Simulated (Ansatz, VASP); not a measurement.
## Two plane-wave programs on TiN

Contents of INCAR:

```
SYSTEM = TiN
ALGO = Normal ; EDIFF = 1E-6
ENCUT = 520 ; GGA = PE
ISIF = 2 ; ISMEAR = 0
LASPH = .True. ; LCHARG = .False.
LREAL = .False. ; LWAVE = .False.
NBANDS = 16 ; NELM = 80
PREC = Accurate ; SIGMA = 0.15
```

KPOINTS

```
k-points
0
Gamma
  20 20 20
  0 0 0
```

Contents of POSCAR:

```
TiN
1.0
    0.0000000000      2.1512702067      2.1512702067
    2.1512702067      0.0000000000      2.1512702067
    2.1512702067      2.1512702067      0.0000000000
Ti N
1 1
Direct
    0.0000000000      0.0000000000      0.0000000000
    0.5000000000      0.5000000000      0.5000000000
```

Input for Ansatz:

```yaml
crystal:
  lattice:
    - [0.0, 2.1512702067, 2.1512702067]
    - [2.1512702067, 0.0, 2.1512702067]
    - [2.1512702067, 2.1512702067, 0.0]
  atoms:
    - { symbol: Ti, position: [0.0, 0.0, 0.0] }
    - { symbol: "N", position: [0.5, 0.5, 0.5] }
basis:
  ecutwfc: 520.0
kpoints:
  mp_grid: { grid: [20, 20, 20] }
hamiltonian:
  xc: pbe
  pseudopotentials: { kind: paw, azcp: { folder: soft_1 } }
scf:
  occupations: { method: gaussian, width: 0.15 }
  lower_state_search: "off"
output:
  forces: true
  stress: true
  eigenvalues: true
```

Alike in both runs: task single point; functional PBE; k mesh 20 × 20 × 20; occupations gaussian, width 0.15 eV; no spin polarisation.

```csv
,VASP,Ansatz
version,VASP 6.6.1,Ansatz 0.2.0
potentials or method,"VASP PAW PBE potentials, release 64 (Ti_sv, N), cutoff 520 eV","scalar-relativistic, plane waves, PAW"
valence electrons in the cell,17,17
```

```tsv
	VASP	Ansatz	Ansatz less VASP
gap on the k mesh at the Fermi level (eV)	none	none	-
pressure (GPa)	-9.5	-10.0	-0.45
```

A gap of «none» marks a metal or a gap that the smearing closes. With one functional, cell and mesh, what is left measures potentials, basis and numerics.
